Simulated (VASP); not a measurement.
# VMo2Se4 (C2/m) in VASP: notebook

The runs below take VMo2Se4 through single point, with PBE.

Program: VASP 6.6.1. These are calculated values, not measurements. Logs are shortened: lines on timing, memory, paths and dates and some standing lists are left out, and cuts for length are marked.

### 1 The cell of the first run

It takes space group C2/m (No. 12, monoclinic). The conventional cell has a = 13.514 Å, b = 3.409 Å, c = 6.267 Å, α = 90.00°, β = 114.68°, γ = 90.00°. Se (site symmetry m) has 2 V at 2.53 Å and 3 Mo at 2.69 to 2.76 Å within 3.3 Å. Within 3.3 Å of Se (site symmetry m) lie 3 Mo at 2.51 to 2.52 Å and 1 V at 2.57 Å and 1 Se at 3.19 Å. V (site symmetry 2/m) has 6 Se at 2.53 to 2.57 Å and 2 Mo at 3.18 Å within 3.3 Å. Mo (site symmetry m) has 6 Se at 2.51 to 2.76 Å and 2 Mo at 2.99 Å and 1 V at 3.18 Å within 3.3 Å.

### 2 Single point, PBE

INCAR reads:

```
PREC     = Accurate       # precision mode
ENCUT    = 520            # plane-wave cutoff, eV
EDIFF    = 1E-6           # SCF threshold, eV
ISMEAR   = -1             # smearing method
SIGMA    = 0.0674         # smearing width, eV
LREAL    = False          # projectors in reciprocal space
LASPH    = True           # aspherical terms in the spheres
NELM     = 60             # most SCF steps
ALGO     = Normal         # electronic algorithm
ISIF     = 2              # what is computed and relaxed
LWAVE    = False          # write WAVECAR
LCHARG   = False          # write CHGCAR
GGA      = PE             # functional
NBANDS   = 42             # bands
```

KPOINTS reads:

```
regular mesh
0
Gamma
  6 3 6
```

POSCAR reads:

```
VMo2Se4
1.0
    0.0000000000      3.4092270000      0.0000000000
    6.2674570000      0.0000000000      0.0000000000
   -2.8216410000      1.7046130000     -6.1394320000
Se V Mo
4 1 2
Direct
    0.3675000000      0.9726000000      0.2650000000
    0.6325000000      0.0274000000      0.7350000000
    0.8938000000      0.4493000000      0.2124000000
    0.1062000000      0.5507000000      0.7876000000
    0.0000000000      0.0000000000      0.0000000000
    0.2561000000      0.6904000000      0.4878000000
    0.7439000000      0.3096000000      0.5122000000
```

Potentials or basis: VASP PAW PBE potentials, release 64 (Se, V_sv, Mo_sv).

Launch:

```console
> cat potpaw_PBE.64/Se/POTCAR potpaw_PBE.64/V_sv/POTCAR potpaw_PBE.64/Mo_sv/POTCAR > POTCAR
> mpirun -np 1 vasp_std > vasp.out
```

OUTCAR:

```text
PREC = Accurate
   ENCUT = 520
   EDIFF = 1E-6
   ISMEAR = -1
   LREAL = False
   LASPH = True
   NELM = 60
   ISIF = 2
   GGA = PE

 ion  position               nearest neighbor table
   1  0.367  0.973  0.265-   5 2.53   5 2.53   7 2.69   7 2.69   6 2.76
   2  0.633  0.027  0.735-   5 2.53   5 2.53   6 2.69   6 2.69   7 2.76
   3  0.894  0.449  0.212-   6 2.51   6 2.51   7 2.52   5 2.57
   4  0.106  0.551  0.788-   7 2.51   7 2.51   6 2.52   5 2.57
   5  0.000  0.000  0.000-   1 2.53   2 2.53   2 2.53   1 2.53   4 2.57   3 2.57   6 3.18   7 3.18

   6  0.256  0.690  0.488-   3 2.51   3 2.51   4 2.52   2 2.69   2 2.69   1 2.76   7 2.99   7 2.99
                             5 3.18
   7  0.744  0.310  0.512-   4 2.51   4 2.51   3 2.52   1 2.69   1 2.69   2 2.76   6 2.99   6 2.99
                             5 3.18

  LATTYP: Found a base centered monoclinic cell.
 ALAT       =    13.5135906724
 B/A-ratio  =     0.2522813575
 C/A-ratio  =     0.4637891699
 COS(beta)  =    -0.4176004836

  Lattice vectors:

 A1 = (  -2.8216410000,  -1.7046140000,  -6.1394320000)
 A2 = (  -2.8216410000,   1.7046130000,  -6.1394320000)
 A3 = (   6.2674570000,   0.0000000000,   0.0000000000)

Analysis of symmetry for initial positions (statically):
=====================================================================
 Subroutine PRICEL returns:
 Original cell was already a primitive cell.

 Routine SETGRP: Setting up the symmetry group for a
 base centered monoclinic supercell.

 Subroutine GETGRP returns: Found  4 space group operations
 (whereof  4 operations were pure point group operations)
 out of a pool of  4 trial point group operations.

The static configuration has the point symmetry C_2h.

Analysis of symmetry for dynamics (positions and initial velocities):
=====================================================================
 Subroutine PRICEL returns:
 Original cell was already a primitive cell.

 Routine SETGRP: Setting up the symmetry group for a
 base centered monoclinic supercell.

 Subroutine GETGRP returns: Found  4 space group operations
 (whereof  4 operations were pure point group operations)
 out of a pool of  4 trial point group operations.

The dynamic configuration has the point symmetry C_2h.

 Subroutine INISYM returns: Found  4 space group operations
 (whereof  4 operations are pure point group operations),
 and found     1 'primitive' translations

----------------------------------------------------------------------------------------

                                     Primitive cell

  volume of cell :     131.1824

  direct lattice vectors                    reciprocal lattice vectors
     0.000000000  3.409227000  0.000000000     0.000000000  0.293321624  0.081440735
     6.267457000  0.000000000  0.000000000     0.159554346  0.000000000 -0.073330087
    -2.821641000  1.704613000 -6.139432000     0.000000000  0.000000000 -0.162881517

  length of vectors
     3.409227000  6.267457000  6.968499745     0.304417753  0.175598664  0.162881517

  position of ions in fractional coordinates (direct lattice)
     0.367500000  0.972600000  0.265000000
     0.632500000  0.027400000  0.735000000
     0.893800000  0.449300000  0.212400000
     0.106200000  0.550700000  0.787600000
     0.000000000  0.000000000  0.000000000
     0.256100000  0.690400000  0.487800000
     0.743900000  0.309600000  0.512200000

  ion indices of the primitive-cell ions
   primitive index   ion index
                 1           1
                 2           2
                 3           3
                 4           4
                 5           5
                 6           6
                 7           7

----------------------------------------------------------------------------------------

 KPOINTS: regular mesh

Automatic generation of k-mesh.
 Grid dimensions read from file:
 generate k-points for:    6    3    6

 Generating k-lattice:

  Cartesian coordinates                     Fractional coordinates (reciprocal lattice)
     0.000000000  0.048886937  0.013573456     0.166666667  0.000000000  0.000000000
     0.053184782  0.000000000 -0.024443362     0.000000000  0.333333333  0.000000000
     0.000000000  0.000000000 -0.027146920     0.000000000  0.000000000  0.166666667

  Length of vectors
     0.050736292  0.058532888  0.027146920

  Shift w.r.t. Gamma in fractional coordinates (k-lattice)
     0.000000000  0.000000000  0.000000000

 Subroutine IBZKPT returns following result:
 ===========================================

 Found     34 irreducible k-points:

 Following reciprocal coordinates:
            Coordinates               Weight
  0.000000  0.000000  0.000000      1.000000
  0.166667  0.000000  0.000000      4.000000
  0.333333  0.000000  0.000000      4.000000
  0.500000  0.000000  0.000000      2.000000
  0.000000  0.333333  0.000000      2.000000
  0.166667  0.333333  0.000000      4.000000
[... 16 lines left out ...]
 -0.333333 -0.333333  0.166667      4.000000
 -0.166667 -0.333333  0.166667      4.000000
 [... further k-points ...]
   k-points           NKPTS =     34   k-points in BZ     NKDIM =     34   number of bands    NBANDS=     42
   number of dos      NEDOS =    301   number of ions     NIONS =      7
   total plane-waves  NPLWV =  72576
   dimension x,y,z NGX =    28 NGY =   48 NGZ =   54
   dimension x,y,z NGXF=    56 NGYF=   96 NGZF=  108
   ions per type =               4   1   2
   NGX,Y,Z   is equivalent  to a cutoff of  13.65, 12.73, 12.88 a.u.
   NGXF,Y,Z  is equivalent  to a cutoff of  27.31, 25.46, 25.77 a.u.
 SYSTEM =  unknown system
   PREC   = accura    normal or accurate (medium, high low for compatibility)
   ISTART =      0    job   : 0-new  1-cont  2-samecut
   ICHARG =      2    charge: 1-file 2-atom 10-const
   ISPIN  =      1    spin polarized calculation?
   LNONCOLLINEAR =      F non collinear calculations
   LSORBIT =      F    spin-orbit coupling
   LASPH  =      T    aspherical Exc in radial PAW
   ENCUT  =  520.0 eV  38.22 Ry    6.18 a.u.   6.34 11.65 12.96*2*pi/ulx,y,z
   NELM   =     60;   NELMIN=  2; NELMDL= -5     # of ELM steps
   EDIFF  = 0.1E-05   stopping-criterion for ELM
   LREAL  =      F    real-space projection
   EDIFFG = 0.1E-04   stopping-criterion for IOM
   NSW    =      0    number of steps for IOM
   IBRION =     -1    ionic relax: 0-MD 1-quasi-New 2-CG
   NFREE  =      0    steps in history (QN), initial steepest desc. (CG)
   ISIF   =      2    stress and relaxation
   ISYM   =      2    0-nonsym 1-usesym 2-fastsym
   POTIM  = 0.5000    time-step for ionic-motion
   TEBEG  =    0.0;   TEEND  =   0.0 temperature during run
   PSTRESS=    0.0 pullay stress
   NELECT =      65.0000    total number of electrons
   NUPDOWN=      -1.0000    fix difference up-down
   EMIN   =  10.00;   EMAX   =-10.00  energy-range for DOS
   EFERMI =   0.00;   METHOD = LEGACY
   ISMEAR =    -1;   SIGMA  =   0.07  broadening in eV -4-tet -1-fermi 0-gaus
   EFERMI_NEDOS =   21; number of points for ismear=-14 and -15
   IALGO  =     38    algorithm
   IMIX   =      4    mixing-type and parameters
     AMIX     =   0.40;   BMIX     =  1.00
     AMIX_MAG =   1.60;   BMIX_MAG =  1.00
  volume/ion in A,a.u.               =      18.74       126.47
  Fermi-wavevector in a.u.,A,eV,Ry     =   1.295450  2.448046 22.833185  1.678192
  Thomas-Fermi vector in A             =   2.426969
   LORBIT       =      0    0 simple, 1 ext, 2 COOP (PROOUT), +10 PAW based schemes
   GGA     = PE    functional components
   LHFCALC =     F    Hartree Fock is set to
   AEXX    =    0.0000 exact exchange contribution
   IVDW    =     0    specifies the selected vdW correction
   LEPSILON=     F    determine dielectric tensor
   LRPA    =     F    only Hartree local field effects (RPA)
 non-spin polarized calculation
  energy-cutoff  :      520.00
  volume of cell :      131.18
 maximum number of plane-waves:      3555
 NGX is ok and might be reduce to    28
   NGX = 13   NGY = 23   NGZ = 25

 number of electron      64.9999995 magnetization

 Free energy of the ion-electron system (eV)
  ---------------------------------------------------
  ext. energy  EPLUGINS =         0.00000000
  ---------------------------------------------------
  free energy    TOTEN  =       -48.10102049 eV

  energy without entropy =      -48.00202688  energy(sigma->0) =      -48.05152369

 E-fermi :   7.7565     XC(G=0): -11.1323

 val. band max:        7.7363189212   @ k =   0.1667   0.3333   0.0000
 cond. band min:       7.7569703439   @ k =   0.3333   0.0000   0.0000
 fundamental gap:      0.0206514227
 Fermi energy:         7.7564728152

 k-point     1 :       0.0000    0.0000    0.0000
  band No.  band energies     occupation
      1     -56.7598      2.00000
      2     -53.6782      2.00000
      3     -53.6385      2.00000
      4     -30.6857      2.00000
      5     -30.6655      2.00000
      6     -30.5473      2.00000
[... 34 lines left out ...]
     41      10.6931      0.00000
     42      10.8666      0.00000

 k-point     2 :       0.1667    0.0000    0.0000
  band No.  band energies     occupation
      1     -56.7590      2.00000
      2     -53.6736      2.00000
      3     -53.6393      2.00000
      4     -30.6839      2.00000
      5     -30.6776      2.00000
      6     -30.5459      2.00000
[... 34 lines left out ...]
     41      10.3551      0.00000
     42      10.7463      0.00000

 k-point     3 :       0.3333    0.0000    0.0000
  band No.  band energies     occupation
      1     -56.7575      2.00000
      2     -53.6626      2.00000
      3     -53.6427      2.00000
      4     -30.7018      2.00000
      5     -30.6804      2.00000
      6     -30.5432      2.00000
[... 897 lines left out ...]
      4     -30.7018      2.00000
      5     -30.6804      2.00000
      6     -30.5432      2.00000
[... 34 lines left out ...]
     41      10.7686      0.00000
     42      10.8990      0.00000

 k-point    24 :      -0.1667   -0.3333    0.1667
  band No.  band energies     occupation
      1     -56.7590      2.00000
      2     -53.6734      2.00000
      3     -53.6395      2.00000
      4     -30.6839      2.00000
      5     -30.6776      2.00000
      6     -30.5459      2.00000
[... 34 lines left out ...]
     41      10.3443      0.00000
     42      10.7084      0.00000

 [... further k-points ...]

------------------------ aborting loop because EDIFF is reached ----------------------------------------

  FORCE on cell =-STRESS in cart. coord.  units (eV):
  Direction    XX          YY          ZZ          XY          YZ          ZX
  --------------------------------------------------------------------------------------
  -------------------------------------------------------------------------------------
  Total       -1.4467938     -3.3056898     -0.3012050     -0.0000000     -0.0000000     -0.4287945
  in kB      -17.6702110    -40.3735742     -3.6787241     -0.0000004     -0.0000003     -5.2370214
  external PRESSURE =     -20.5741698 kB  Pullay stress =       0.0000000 kB

 VOLUME and BASIS-vectors are now :
 -----------------------------------------------------------------------------
  energy-cutoff  :      520.00
  volume of cell :      131.18
      direct lattice vectors                 reciprocal lattice vectors
     0.000000000  3.409227000  0.000000000     0.000000000  0.293321624  0.081440735
     6.267457000  0.000000000  0.000000000     0.159554346  0.000000000 -0.073330087
    -2.821641000  1.704613000 -6.139432000     0.000000000  0.000000000 -0.162881517

 POSITION                                       TOTAL-FORCE (eV/Angst)
 -----------------------------------------------------------------------------------
      5.34799      1.70461     -1.62695        -0.446257     -0.000000     -0.261215
     -1.90218      3.40923     -4.51248         0.446257      0.000000      0.261215
      2.21665      3.40923     -1.30402        -0.307469      0.000000      0.336780
      1.22916      1.70461     -4.83542         0.307469     -0.000000     -0.336780
      0.00000      0.00000      0.00000         0.000000      0.000000      0.000000
      2.95066      1.70461     -2.99481        -0.867702     -0.000000     -0.214749
      0.49516      3.40923     -3.14462         0.867702      0.000000      0.214749
 -----------------------------------------------------------------------------------
    total drift:                               -0.000000      0.000000     -0.000000

  FREE ENERGIE OF THE ION-ELECTRON SYSTEM (eV)
  ---------------------------------------------------
  free  energy   TOTEN  =       -48.1010204946 eV

  energy  without entropy=      -48.0020268785  energy(sigma->0) =      -48.05152369
```

Wall time 5 min (1 thread of Oxide Virtual Turin-like, shared host); peak memory 0.32 GiB.

What came out:

```
Free energy   : -48.1010 eV
Pressure      : -2.1 GPa
Largest force : 0.894 eV/Å
```

Forces on the atoms (eV/Å):
```
Se  -0.446  0.000 -0.261
Se   0.446  0.000  0.261
Se  -0.307  0.000  0.337
Se   0.307  0.000 -0.337
V    0.000  0.000  0.000
Mo  -0.868  0.000 -0.215
Mo   0.868  0.000  0.215
```

Levels at points of the mesh, in eV from the Fermi level:
```
           k point  band 30  band 31  band 32  band 33  band 34  band 35
(0.00, 0.00, 0.00)    -1.02    -0.81    -0.66    -0.64    -0.12     0.64
(0.50, 0.00, 0.00)    -1.47    -0.50    -0.02     0.18     0.87     0.90
(0.00, 0.00, 0.50)    -0.89    -0.66    -0.50    -0.26    -0.10     0.24
```

Caveat: the k points lie up to 0.37 Å⁻¹ apart; the run has no spin polarisation, though such a crystal can be magnetic. With open d or f shells a metallic result of PBE can be an artefact of self-interaction; +U or a hybrid may open a gap.

[end of part 1 of 2]
